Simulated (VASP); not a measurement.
**NaI: single point with PBEsol**

The system is NaI.

```
Na I
1.0
     0.00000    3.23640    3.23640
     3.23640    0.00000    3.23640
     3.23640    3.23640    0.00000
Na I
1 1
Direct
  0.00000 0.00000 0.00000
  0.50000 0.50000 0.50000
```

```yaml
Program: VASP 6.6.1
Task: single point
Functional: PBEsol
Potentials_or_basis: VASP PAW PBE potentials, release 64 (Na_pv, I)
Cutoff: 520 eV
k_mesh: 6 × 6 × 6
Occupations: gaussian, width 0.05 eV
Spin: non-collinear spin, zero start, spin-orbit coupling
Starting_moments: "[[0.0, 0.0, 0.0], [0.0, 0.0, 0.0]] μB"
Dipole_correction: no
Further_INCAR_settings: ALGO = Normal; EDIFF = 1e-06; NBANDS = 26
```

```yaml
Pressure: -0.4 GPa
Net_moment: 0.00 μB per cell
Valence_electrons_inside_the_program's_atomic_spheres: Na 6.02; I 4.33
```

Moments on the atoms (μB; x, y, z):
```
Na  0.00 0.00 0.00
I   0.00 0.00 0.00
```

Wall time 2.4 min on 1 thread of Oxide Virtual Turin-like Processor, on a shared host, peak memory 0.36 GiB.

Caveat: the PAW data sets were made with another functional, which shifts forces and pressure a little.
